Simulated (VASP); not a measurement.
# MgO (Cmmm) in VASP: further runs

The runs below take MgO through single point, relaxation of cell and atoms, with PBE.

Program: VASP 6.6.1. These are calculated values, not measurements. Logs are shortened: lines on timing, memory, paths and dates and some standing lists are left out, and cuts for length are marked.

**1. The cell of the first run**

Symmetry: Cmmm, No. 65, orthorhombic system. The conventional cell has a = 3.148 Å, b = 3.562 Å, c = 4.324 Å, α = 90.00°, β = 90.00°, γ = 90.00°. Within 2.1 Å of Mg (site symmetry mmm) lie 4 O at 1.57 to 1.78 Å. Within 2.1 Å of O (site symmetry mmm) lie 4 Mg at 1.57 to 1.78 Å.

**2. Single point, PBE**

Contents of INCAR:

```
SYSTEM = MgO
PREC = Accurate
ENCUT = 520
EDIFF = 1E-6
ISMEAR = 0
SIGMA = 0.1
LREAL = .FALSE.
LASPH = .TRUE.
NELM = 100
ALGO = Normal
ISIF = 2
LWAVE = .FALSE.
LCHARG = .TRUE.
GGA = PE
LELF = .TRUE.
LVHAR = .TRUE.
NBANDS = 11
```

Contents of KPOINTS:

```
Automatic mesh
0
G
  8 8 4
  0 0 0
```

Contents of POSCAR:

```
MgO
1.0
    1.5741295100     -1.7810731000      0.0000000000
    1.5741295100      1.7810731000      0.0000000000
    0.0000000000      0.0000000000      4.3239066500
Mg O
1 1
Direct
    0.5000000000      0.5000000000      0.0000000000
    0.0000000000      0.0000000000      0.0000000000
```

Potentials or basis: VASP PAW PBE potentials, release 64 (Mg, O).

Command:

```bash
$ cat potpaw_PBE.64/Mg/POTCAR potpaw_PBE.64/O/POTCAR > POTCAR
$ mpirun -np 1 vasp_std > vasp.out
```

OUTCAR:

```text
SYSTEM = MgO
   PREC = Accurate
   ENCUT = 520
   EDIFF = 1E-6
   ISMEAR = 0
   LREAL = .FALSE.
   LASPH = .TRUE.
   NELM = 100
   ISIF = 2
   GGA = PE

 ion  position               nearest neighbor table
   1  0.500  0.500  0.000-   2 1.57   2 1.57   2 1.78   2 1.78
   2  0.000  0.000  0.000-   1 1.57   1 1.57   1 1.78   1 1.78

  LATTYP: Found a base centered orthorhombic cell.
 ALAT       =     3.1482590200
 B/A-ratio  =     1.1314654154
 C/A-ratio  =     1.3734278605

  Lattice vectors:

 A1 = (   1.5741295100,  -1.7810731000,   0.0000000000)
 A2 = (   1.5741295100,   1.7810731000,   0.0000000000)
 A3 = (   0.0000000000,   0.0000000000,   4.3239066500)

Analysis of symmetry for initial positions (statically):
=====================================================================
 Subroutine PRICEL returns:
 Original cell was already a primitive cell.

 Routine SETGRP: Setting up the symmetry group for a
 base centered orthorhombic supercell.

 Subroutine GETGRP returns: Found  8 space group operations
 (whereof  8 operations were pure point group operations)
 out of a pool of  8 trial point group operations.

The static configuration has the point symmetry D_2h.

Analysis of symmetry for dynamics (positions and initial velocities):
=====================================================================
 Subroutine PRICEL returns:
 Original cell was already a primitive cell.

 Routine SETGRP: Setting up the symmetry group for a
 base centered orthorhombic supercell.

 Subroutine GETGRP returns: Found  8 space group operations
 (whereof  8 operations were pure point group operations)
 out of a pool of  8 trial point group operations.

The dynamic configuration has the point symmetry D_2h.

 Subroutine INISYM returns: Found  8 space group operations
 (whereof  8 operations are pure point group operations),
 and found     1 'primitive' translations

----------------------------------------------------------------------------------------

                                     Primitive cell

  volume of cell :      24.2454

  direct lattice vectors                    reciprocal lattice vectors
     1.574129510 -1.781073100  0.000000000     0.317635872 -0.280729634  0.000000000
     1.574129510  1.781073100  0.000000000     0.317635872  0.280729634  0.000000000
     0.000000000  0.000000000  4.323906650     0.000000000  0.000000000  0.231272338

  length of vectors
     2.376994973  2.376994973  4.323906650     0.423912343  0.423912343  0.231272338

  position of ions in fractional coordinates (direct lattice)
     0.500000000  0.500000000  0.000000000
     0.000000000  0.000000000  0.000000000

  ion indices of the primitive-cell ions
   primitive index   ion index
                 1           1
                 2           2

----------------------------------------------------------------------------------------

 KPOINTS: Automatic mesh

Automatic generation of k-mesh.
 Grid dimensions read from file:
 generate k-points for:    8    8    4

 Generating k-lattice:

  Cartesian coordinates                     Fractional coordinates (reciprocal lattice)
     0.039704484 -0.035091204  0.000000000     0.125000000  0.000000000  0.000000000
     0.039704484  0.035091204  0.000000000     0.000000000  0.125000000  0.000000000
     0.000000000  0.000000000  0.057818084     0.000000000  0.000000000  0.250000000

  Length of vectors
     0.052989043  0.052989043  0.057818084

  Shift w.r.t. Gamma in fractional coordinates (k-lattice)
     0.000000000  0.000000000  0.000000000

 Subroutine IBZKPT returns following result:
 ===========================================

 Found     63 irreducible k-points:

 Following reciprocal coordinates:
            Coordinates               Weight
  0.000000  0.000000  0.000000      1.000000
  0.125000 -0.000000  0.000000      4.000000
  0.250000 -0.000000  0.000000      4.000000
  0.375000 -0.000000  0.000000      4.000000
  0.500000 -0.000000  0.000000      2.000000
  0.125000  0.125000  0.000000      2.000000
[... 16 lines left out ...]
  0.125000 -0.000000  0.250000      8.000000
  0.250000 -0.000000  0.250000      8.000000
 [... further k-points ...]
   k-points           NKPTS =     63   k-points in BZ     NKDIM =     63   number of bands    NBANDS=     11
   number of dos      NEDOS =    301   number of ions     NIONS =      2
   total plane-waves  NPLWV =  10368
   dimension x,y,z NGX =    18 NGY =   18 NGZ =   32
   dimension x,y,z NGXF=    36 NGYF=   36 NGZF=   64
   ions per type =               1   1
   NGX,Y,Z   is equivalent  to a cutoff of  12.59, 12.59, 12.30 a.u.
   NGXF,Y,Z  is equivalent  to a cutoff of  25.18, 25.18, 24.61 a.u.
 SYSTEM =  MgO
   PREC   = accura    normal or accurate (medium, high low for compatibility)
   ISTART =      0    job   : 0-new  1-cont  2-samecut
   ICHARG =      2    charge: 1-file 2-atom 10-const
   ISPIN  =      1    spin polarized calculation?
   LNONCOLLINEAR =      F non collinear calculations
   LSORBIT =      F    spin-orbit coupling
   LASPH  =      T    aspherical Exc in radial PAW
   ENCUT  =  520.0 eV  38.22 Ry    6.18 a.u.   4.42  4.42  8.04*2*pi/ulx,y,z
   NELM   =    100;   NELMIN=  2; NELMDL= -5     # of ELM steps
   EDIFF  = 0.1E-05   stopping-criterion for ELM
   LREAL  =      F    real-space projection
   EDIFFG = 0.1E-04   stopping-criterion for IOM
   NSW    =      0    number of steps for IOM
   IBRION =     -1    ionic relax: 0-MD 1-quasi-New 2-CG
   NFREE  =      0    steps in history (QN), initial steepest desc. (CG)
   ISIF   =      2    stress and relaxation
   ISYM   =      2    0-nonsym 1-usesym 2-fastsym
   POTIM  = 0.5000    time-step for ionic-motion
   TEBEG  =    0.0;   TEEND  =   0.0 temperature during run
   PSTRESS=    0.0 pullay stress
   NELECT =       8.0000    total number of electrons
   NUPDOWN=      -1.0000    fix difference up-down
   EMIN   =  10.00;   EMAX   =-10.00  energy-range for DOS
   EFERMI =   0.00;   METHOD = LEGACY
   ISMEAR =     0;   SIGMA  =   0.10  broadening in eV -4-tet -1-fermi 0-gaus
   EFERMI_NEDOS =   21; number of points for ismear=-14 and -15
   IALGO  =     38    algorithm
   IMIX   =      4    mixing-type and parameters
     AMIX     =   0.40;   BMIX     =  1.00
     AMIX_MAG =   1.60;   BMIX_MAG =  1.00
  volume/ion in A,a.u.               =      12.12        81.81
  Fermi-wavevector in a.u.,A,eV,Ry     =   1.131259  2.137769 17.412009  1.279747
  Thomas-Fermi vector in A             =   2.267957
   LORBIT       =      0    0 simple, 1 ext, 2 COOP (PROOUT), +10 PAW based schemes
   GGA     = PE    functional components
   LHFCALC =     F    Hartree Fock is set to
   AEXX    =    0.0000 exact exchange contribution
   IVDW    =     0    specifies the selected vdW correction
   LEPSILON=     F    determine dielectric tensor
   LRPA    =     F    only Hartree local field effects (RPA)
 non-spin polarized calculation
 Gauss-broadening in eV      SIGMA  =   0.10
  energy-cutoff  :      520.00
  volume of cell :       24.25
 maximum number of plane-waves:       679
 NGX is ok and might be reduce to    18
   NGX =  9   NGY =  9   NGZ = 17

 number of electron       7.9999999 magnetization

 Free energy of the ion-electron system (eV)
  ---------------------------------------------------
  ext. energy  EPLUGINS =         0.00000000
  ---------------------------------------------------
  free energy    TOTEN  =        -6.82456120 eV

  energy without entropy =       -6.82456120  energy(sigma->0) =       -6.82456120

 E-fermi :   2.4594     XC(G=0):  -8.6045

 val. band max:        1.8872864411   @ k =   0.0000   0.0000   0.5000
 cond. band min:       3.2947616548   @ k =   0.0000   0.0000   0.0000
 fundamental gap:      1.4074752137
 Fermi energy:         2.4594177273

 k-point     1 :       0.0000    0.0000    0.0000
  band No.  band energies     occupation
      1     -16.8393      2.00000
      2      -2.0080      2.00000
      3       1.8767      2.00000
      4       1.8840      2.00000
      5       3.2948      0.00000
      6      13.1010      0.00000
      7      16.0739      0.00000
      8      17.6743      0.00000
      9      26.3088      0.00000
     10      27.5591      0.00000
     11      27.7050      0.00000

 k-point     2 :       0.1250   -0.0000    0.0000
  band No.  band energies     occupation
      1     -16.5989      2.00000
      2      -1.8326      2.00000
      3       0.8299      2.00000
      4       1.7691      2.00000
      5       3.8220      0.00000
      6      13.0217      0.00000
      7      16.8274      0.00000
      8      18.1599      0.00000
      9      23.8185      0.00000
     10      24.2838      0.00000
     11      27.3175      0.00000

 k-point     3 :       0.2500   -0.0000    0.0000
  band No.  band energies     occupation
      1     -15.9635      2.00000
      2      -1.3710      2.00000
      3      -1.2118      2.00000
      4       1.5048      2.00000
      5       5.0996      0.00000
      6      12.6430      0.00000
      7      16.9221      0.00000
      8      18.5824      0.00000
      9      20.7460      0.00000
     10      22.2848      0.00000
     11      28.3424      0.00000

 k-point     4 :       0.3750   -0.0000    0.0000
  band No.  band energies     occupation
      1     -15.2189      2.00000
      2      -3.0379      2.00000
      3      -0.8393      2.00000
      4       1.2453      2.00000
      5       7.1219      0.00000
      6      11.9117      0.00000
      7      13.4053      0.00000
      8      19.2266      0.00000
      9      19.6887      0.00000
     10      23.6243      0.00000
     11      29.3105      0.00000
[... 239 lines left out ...]
 k-point    22 :       0.0000    0.0000    0.2500
  band No.  band energies     occupation
      1     -16.8284      2.00000
      2      -2.4196      2.00000
      3       1.8786      2.00000
      4       1.8856      2.00000
      5       4.5563      0.00000
      6      11.1585      0.00000
      7      16.1215      0.00000
      8      19.2816      0.00000
      9      25.1818      0.00000
     10      25.4519      0.00000
     11      26.5280      0.00000

 k-point    23 :       0.1250   -0.0000    0.2500
  band No.  band energies     occupation
      1     -16.5886      2.00000
      2      -2.2138      2.00000
      3       0.8696      2.00000
      4       1.7707      2.00000
      5       4.9708      0.00000
      6      11.3535      0.00000
      7      16.9459      0.00000
      8      19.1937      0.00000
      9      22.5425      0.00000
     10      25.3249      0.00000
     11      26.3187      0.00000

 k-point    24 :       0.2500   -0.0000    0.2500
  band No.  band energies     occupation
      1     -15.9544      2.00000
      2      -1.6751      2.00000
      3      -1.1671      2.00000
      4       1.5061      2.00000
      5       6.0138      0.00000
      6      11.7021      0.00000
      7      16.7765      0.00000
      8      18.2042      0.00000
      9      21.6827      0.00000
     10      23.0109      0.00000
     11      26.7982      0.00000

 [... further k-points ...]
[... 5 lines left out ...]
  --------------------------------------------------------------------------------------
  -------------------------------------------------------------------------------------
  Total       37.5421773     15.5686203     -0.0018368     -0.0000000      0.0000000      0.0000000
  in kB     2480.8558404   1028.8029432     -0.1213759     -0.0000000      0.0000000      0.0000000
  external PRESSURE =    1169.8458026 kB  Pullay stress =       0.0000000 kB

 VOLUME and BASIS-vectors are now :
 -----------------------------------------------------------------------------
  energy-cutoff  :      520.00
  volume of cell :       24.25
      direct lattice vectors                 reciprocal lattice vectors
     1.574129510 -1.781073100  0.000000000     0.317635872 -0.280729634  0.000000000
     1.574129510  1.781073100  0.000000000     0.317635872  0.280729634  0.000000000
     0.000000000  0.000000000  4.323906650     0.000000000  0.000000000  0.231272338

 POSITION                                       TOTAL-FORCE (eV/Angst)
 -----------------------------------------------------------------------------------
      1.57413      0.00000      0.00000         0.000000      0.000000      0.000000
      0.00000      0.00000      0.00000        -0.000000      0.000000      0.000000
 -----------------------------------------------------------------------------------
    total drift:                                0.000000      0.000000      0.000000

  FREE ENERGIE OF THE ION-ELECTRON SYSTEM (eV)
  ---------------------------------------------------
  free  energy   TOTEN  =        -6.8245612042 eV

  energy  without entropy=       -6.8245612042  energy(sigma->0) =       -6.82456120
```

Run time: 9 s. Hardware: 1 thread of AMD EPYC 9R45 (Zen 5), shared host; peak memory 0.11 GiB.

Results:

| Item | Value |
| --- | --- |
| Free energy | -6.8246 eV |
| Pressure | 117.0 GPa |
| Band gap on the k mesh | 1.41 eV, indirect (the least direct gap lies 3.3 meV higher) |

**3. Relaxation of cell and atoms, PBE**

Contents of INCAR:

```
PREC = Accurate ; ENCUT = 600
EDIFF = 1E-6 ; ISMEAR = 0
SIGMA = 0.1 ; LREAL = False
LASPH = True ; NELM = 80
ALGO = Normal ; ISIF = 3
LWAVE = False ; LCHARG = False
GGA = PE ; IBRION = 2
NSW = 90 ; EDIFFG = -0.04
```

Contents of KPOINTS:

```
regular mesh
0
Gamma
  8 8 4
```

POSCAR is that of step 2.

Potentials or basis: VASP PAW PBE potentials, release 64 (Mg, O).

Command:

```bash
$ cat potpaw_PBE.64/Mg/POTCAR potpaw_PBE.64/O/POTCAR > POTCAR
$ mpirun -np 1 vasp_std > vasp.out
```

Run time: 50 s. Hardware: 1 thread of AMD EPYC 9R45 (Zen 5), shared host; peak memory 0.12 GiB.

It converged, with:

| Item | Value |
| --- | --- |
| Free energy | -11.0677 eV |
| Relaxed volume | 17.18 Å³/atom |
| Relaxed cell | a = 2.817 Å, b = 2.817 Å, c = 4.331 Å, α = 90.00°, β = 90.00°, γ = 90.47° |
| Space group after relaxing (to 0.05 Å) | P4/mmm (No. 123) |
| Energy gained by relaxing | 2118.8 meV/atom |
| Ionic steps | 10 |
| Pressure after relaxing | 0.1 GPa |
| Band gap on the k mesh | 2.06 eV, indirect (least direct gap 2.34 eV) |

Stress tensor (GPa, compression positive):
```
 0.06  0.00  0.00
 0.00 -0.01  0.00
 0.00  0.00  0.22
```

Step by step:
| step | energy change (eV) | largest force (eV/Å) | pressure (GPa) | volume (Å³) |
| --- | --- | --- | --- | --- |
| 1 | 0.0000 | 0.0000 | 116.77 | 24.25 |
| 2 | 2.3003 | 0.0000 | -33.60 | 63.44 |
| 3 | -3.9808 | 0.0000 | -11.42 | 38.18 |
| 4 | -4.1574 | 0.0000 | -6.63 | 36.29 |
| 5 | -4.2336 | 0.0000 | 1.31 | 33.98 |
| 6 | -4.2344 | 0.0000 | 0.42 | 34.20 |
| 7 | -4.2373 | 0.0000 | -0.30 | 34.43 |
| 8 | -4.2373 | 0.0000 | -0.34 | 34.44 |
| 9 | -4.2375 | 0.0000 | 0.36 | 34.32 |
| 10 | -4.2376 | 0.0000 | 0.09 | 34.36 |

Final structure:
```
CELL_PARAMETERS angstrom
1.98361 -1.99992 0.00000
1.98361 1.99992 0.00000
0.00000 0.00000 4.33054
ATOMIC_POSITIONS crystal
Mg 0.50000 0.50000 0.00000
O 0.00000 0.00000 0.00000
```

Levels at points of the mesh, in eV from the valence-band top:
| k point | band 2 | band 3 | band 4 | band 5 | band 6 | band 7 |
| --- | --- | --- | --- | --- | --- | --- |
| (0.00, 0.00, 0.00) | -1.61 | -0.30 | -0.28 | 2.06 | 10.09 | 11.23 |
| (0.50, 0.00, 0.00) | -3.88 | -0.74 | -0.29 | 6.80 | 7.32 | 9.05 |
| (0.50, 0.50, 0.00) | -2.86 | -2.83 | 0.00 | 7.90 | 11.83 | 11.97 |
| (0.00, 0.00, 0.50) | -2.42 | -0.30 | -0.27 | 5.16 | 5.71 | 12.45 |
| (0.50, 0.00, 0.50) | -3.78 | -1.08 | -0.28 | 5.43 | 9.51 | 10.57 |
| (0.50, 0.50, 0.50) | -2.82 | -2.78 | -0.16 | 9.73 | 9.84 | 9.90 |

Caveat: the volume moved by over 15 % at a fixed basis, so the end points are rough. A k mesh can miss the band edges.
